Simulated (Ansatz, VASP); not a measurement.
## One calculation of GaN, two programs

Contents of POSCAR:

```
GaN
1.0
    0.0000000000      2.2230441631      2.2230441631
    2.2230441631      0.0000000000      2.2230441631
    2.2230441631      2.2230441631      0.0000000000
Ga N
1 1
Direct
    0.0000000000      0.0000000000      0.0000000000
    0.2500000000      0.2500000000      0.2500000000
```

File INCAR.step1:

```
PREC = Accurate ; ENCUT = 520
EDIFF = 1E-5 ; ISMEAR = -1
SIGMA = 0.05 ; LREAL = F
LASPH = T ; NELM = 80
ALGO = Normal ; ISIF = 2
LWAVE = T ; LCHARG = F
GGA = PE ; NBANDS = 16
```

INCAR.step2

```
PREC = Accurate ; ENCUT = 520
EDIFF = 1E-7 ; ISMEAR = -1
SIGMA = 0.05 ; LREAL = F
LASPH = T ; NELM = 80
ALGO = Normal ; ISIF = 2
LWAVE = F ; LCHARG = F
METAGGA = R2SCAN ; LHFCALC = T
AEXX = 0.1 ; LMIXTAU = T
PRECFOCK = Normal ; ISTART = 1
NBANDS = 16
```

KPOINTS

```
regular mesh
0
Gamma
  5 5 5
```

The input input.yaml:

```yaml
crystal:
  lattice:
    - [0.0, 2.2230441631, 2.2230441631]
    - [2.2230441631, 0.0, 2.2230441631]
    - [2.2230441631, 2.2230441631, 0.0]
  atoms:
    - { symbol: Ga, position: [0.0, 0.0, 0.0] }
    - { symbol: "N", position: [0.25, 0.25, 0.25] }
hamiltonian:
  xc: r2scanh
  pseudopotentials: { kind: paw }
kpoints:
  mp_grid: { grid: [5, 5, 5] }
scf:
  occupations: { method: fermi_dirac, width: 0.05 }
output:
  forces: true
  stress: true
  eigenvalues: true
```

Alike in both runs: task single point; functional r2SCANh; k mesh 5 × 5 × 5; occupations fermi-dirac, width 0.05 eV; no spin polarisation.

|  | VASP | Ansatz |
| --- | --- | --- |
| version | VASP 6.6.1 | Ansatz 0.2.0 |
| potentials or method | VASP PAW PBE potentials, release 64 (Ga_d, N) | Ansatz PAW |
| plane-wave cutoff (eV) | 520 | 500 |
| valence electrons in the cell | 18 | 18 |

Ansatz gave:

- gap on the k mesh at the Fermi level (eV): 3.14
- least direct gap on the mesh (eV): 3.14
- pressure (GPa): 5.8

What did VASP give for the same quantities?

gap on the k mesh at the Fermi level (eV): 3.15; least direct gap on the mesh (eV): 3.15; pressure (GPa): 6.9.

VASP's potentials were made for PBE, not for r2SCANh. With one functional, cell and mesh, what is left measures potentials, basis and numerics.

The k mesh is coarse, so the values compare programs but aren't converged. Noted on Ansatz's run: odd divisions of the mesh miss points on the zone boundary, where band edges often lie, so the gap on the mesh can be too wide.
